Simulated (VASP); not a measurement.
A run of VASP 6.6.1:

File POSCAR:

```
Sn
1.0
    0.0000000000      3.2701710824      3.2701710824
    3.2701710824      0.0000000000      3.2701710824
    3.2701710824      3.2701710824      0.0000000000
Sn
2
Direct
    0.0000000000      0.0000000000      0.0000000000
    0.2500000000      0.2500000000      0.2500000000
```

Contents of INCAR.step1:

```
SYSTEM = Sn
  PREC = Accurate
  ENCUT = 520
  ISMEAR = 0
  SIGMA = 0.1
  LREAL = .False.
  LASPH = .True.
  NELM = 80
  NBANDS = 21
  GGA = PE
  ALGO = Normal
  EDIFF = 1E-4
  LWAVE = .True.
  LCHARG = .False.
```

The input INCAR.step2:

```
SYSTEM = Sn
  PREC = Accurate
  ENCUT = 520
  EDIFF = 1E-6
  ISMEAR = 0
  SIGMA = 0.1
  LREAL = .False.
  LASPH = .True.
  NELM = 80
  ALGO = Normal
  ISIF = 2
  LWAVE = .False.
  LCHARG = .False.
  METAGGA = R2SCAN
  LMIXTAU = .True.
  NBANDS = 21
  ISTART = 1
```

File KPOINTS:

```
Automatic mesh
0
Gamma
  12 12 12
  0 0 0
```

Potentials or basis: VASP PAW PBE potentials, release 64 (Sn_d).

The run is started by

```sh
$ cat potpaw_PBE.64/Sn_d/POTCAR > POTCAR
$ cp INCAR.step1 INCAR
$ mpirun -np 1 vasp_std > vasp.out
$ cp INCAR.step2 INCAR
$ mpirun -np 1 vasp_std > vasp.out
```

Hardware: 1 thread of Intel(R) Xeon(R) Platinum 8259CL CPU @ 2.50GHz (Skylake/Cascade Lake), with other jobs on the host.

Q: How long does it take, and how much memory?

A: Run time: 3.7 min on 1 thread of Intel(R) Xeon(R) Platinum 8259CL CPU @ 2.50GHz (Skylake/Cascade Lake), on a shared host, peak memory 0.26 GiB. Counts: k points 72.
